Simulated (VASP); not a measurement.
O, 2 atoms in the cell. The typed cell holds 2 atoms: a = 3.884 Å, b = 3.605 Å, c = 2.527 Å, α = 79.95°, β = 66.92°, γ = 40.79°. 

```yaml
Program: VASP 6.6.1
Task: electric field gradients
Functional: r2SCAN
Potentials_or_basis: VASP PAW PBE potentials, release 64 (O)
Cutoff: 520 eV
k_mesh: 12 × 12 × 12
Occupations: fermi-dirac, width 0.01 eV
Spin: no spin polarisation
Dipole_correction: no
Further_INCAR_settings: ALGO = Normal; EDIFF = 1e-08; NBANDS = 13
```

Potentials or basis: VASP PAW PBE potentials, release 64 (O).

The run is started by

```bash
$ cat potpaw_PBE.64/O/POTCAR > POTCAR
$ cp INCAR.step1 INCAR
$ mpirun -np 1 vasp_std > vasp.out
$ cp INCAR.step2 INCAR
$ mpirun -np 1 vasp_std > vasp.out
```

Hardware: 1 thread of Intel(R) Xeon(R) 6975P-C (Granite Rapids), on a shared host.

How long does it take, and how much memory?

Run time: 8.3 min on 1 thread of Intel(R) Xeon(R) 6975P-C (Granite Rapids), on a shared host, peak memory 0.28 GiB. Counts: k points 868.
